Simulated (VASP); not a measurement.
Here is a VASP 6.6.1 calculation.

File INCAR:

```
PREC = Accurate ; ENCUT = 520
EDIFF = 1E-6 ; ISMEAR = 0
SIGMA = 0.1 ; LREAL = F
LASPH = T ; NELM = 100
ALGO = Normal ; ISIF = 2
LWAVE = F ; LCHARG = T
GGA = PE ; LELF = T
LVHAR = T ; NBANDS = 30
```

Contents of KPOINTS:

```
Automatic mesh
0
Gamma
  4 4 4
```

Contents of POSCAR:

```
HfTa3
1.0
    4.2898787504      0.0000000000      0.0000000000
    0.0000000000      4.2898787504      0.0000000000
    0.0000000000      0.0000000000      4.2898787504
Hf Ta
1 3
Direct
    0.0000000000      0.0000000000      0.0000000000
    0.0000000000      0.5000000000      0.5000000000
    0.5000000000      0.0000000000      0.5000000000
    0.5000000000      0.5000000000      0.0000000000
```

Potentials or basis: VASP PAW PBE potentials, release 64 (Hf_pv, Ta_pv).

Launch:

```sh
$ cat potpaw_PBE.64/Hf_pv/POTCAR potpaw_PBE.64/Ta_pv/POTCAR > POTCAR
$ mpirun -np 1 vasp_std > vasp.out
```

Question: Estimate the pressure.

Answer: 0.0 GPa.

Caveat: the k points lie up to 0.37 Å⁻¹ apart.
